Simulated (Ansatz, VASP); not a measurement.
**Two plane-wave programs on Si2Mo**

```
Si Mo
1.0
    -1.58926    1.58926    3.90412
     1.58926   -1.58926    3.90412
     1.58926    1.58926   -3.90412
Si Mo
2 1
Direct
  0.33300 0.33300 0.00000
  0.66700 0.66700 0.00000
  0.00000 0.00000 0.00000
```

Alike in both runs: task single point; functional PBE; k mesh 13 × 13 × 13; occupations fermi-dirac, width 0.05 eV; no spin polarisation.

|  | VASP | Ansatz |
| --- | --- | --- |
| version | VASP 6.6.1 | Ansatz 0.2.0 |
| potentials or method | VASP PAW PBE potentials, release 64 (Si, Mo_sv), cutoff 520 eV | plane waves, PAW |
| valence electrons in the cell | 22 | 22 |

Ansatz gave:

```
pressure (GPa)                                                : 6.8
traceless stress, the component that is largest in VASP (GPa) : -0.42
```

Q: Estimate VASP's values.

A: Pressure (GPa): 7.0; traceless stress, the component that is largest in VASP (GPa): -0.43.

Ansatz's warnings: stress scf threshold loose.
